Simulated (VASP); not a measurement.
The system is Ge.

```
Ge
1.0
    -1.68799    1.68799    1.68799
     1.68799   -1.68799    1.68799
     1.68799    1.68799   -1.68799
Ge
1
Cartesian
  0.0000 0.0000 0.0000
```

This isn't the form of Ge at room conditions, which is diamond.

| Item | Value |
| --- | --- |
| Program | VASP 6.6.1 |
| Task | relaxation of cell and atoms |
| Functional | r2SCAN |
| Potentials or basis | VASP PAW PBE potentials, release 64 (Ge_d) |
| Cutoff | 600 eV |
| k mesh | 13 × 13 × 13 |
| Occupations | fermi-dirac, width 0.1 eV |
| Spin | no spin polarisation |

At the start: pressure -1.8 GPa; volume 19.24 Å³/atom.

Q: Where does the relaxation end?

A: Over 3 steps the energy falls by 3.0 meV/atom and the volume is 18.72 Å³/atom (-2.7 %); space group Im-3m (No. 229, to 0.1 Å) before and after.

Step by step:
```
step  energy change (eV)  largest force (eV/Å)  pressure (GPa)  volume (Å³)
   1              0.0000                0.0000           -1.78        19.24
   2             -0.0029                0.0000            0.26        18.65
   3             -0.0030                0.0000            0.02        18.72
```

Final structure:
```
Ge
1.0
    -1.67263    1.67263    1.67263
     1.67263   -1.67263    1.67263
     1.67263    1.67263   -1.67263
Ge
1
Cartesian
  0.0000 0.0000 0.0000
```

Caveat: the PAW data sets were made with another functional, which shifts forces and pressure a little.
